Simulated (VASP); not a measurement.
HfB, 2 atoms in the cell. The structure is cubic, space group Fm-3m (No. 225). The conventional cell has a = 4.620 Å, b = 4.620 Å, c = 4.620 Å, α = 90.00°, β = 90.00°, γ = 90.00°. Within 3.1 Å of Hf (site symmetry m-3m) lie 6 B at 2.31 Å. B (site symmetry m-3m) has 6 Hf at 2.31 Å within 3.1 Å. 

- Program: VASP 6.6.1
- Task: single point
- Functional: PBE
- Potentials or basis: VASP PAW PBE potentials, release 64 (Hf_pv, B)
- Cutoff: 520 eV
- k mesh: 9 × 9 × 9
- Occupations: methfessel-paxton, width 0.1 eV
- Spin: no spin polarisation
- Dipole correction: no
- Further INCAR settings: ALGO = Normal; EDIFF = 1e-07; NBANDS = 14

Potentials or basis: VASP PAW PBE potentials, release 64 (Hf_pv, B).

The run is started by

```console
$ cat potpaw_PBE.64/Hf_pv/POTCAR potpaw_PBE.64/B/POTCAR > POTCAR
$ mpirun -np 1 vasp_std > vasp.out
```

Hardware: 1 thread of AMD EPYC 7R43 64-Core Processor (Zen 3), on a shared host.

Task: Estimate the wall time of this run.

Result: Wall time 16 s on 1 thread of AMD EPYC 7R43 64-Core Processor (Zen 3), on a shared host, peak memory 0.11 GiB. Counts: scf iterations 14, k points 35.
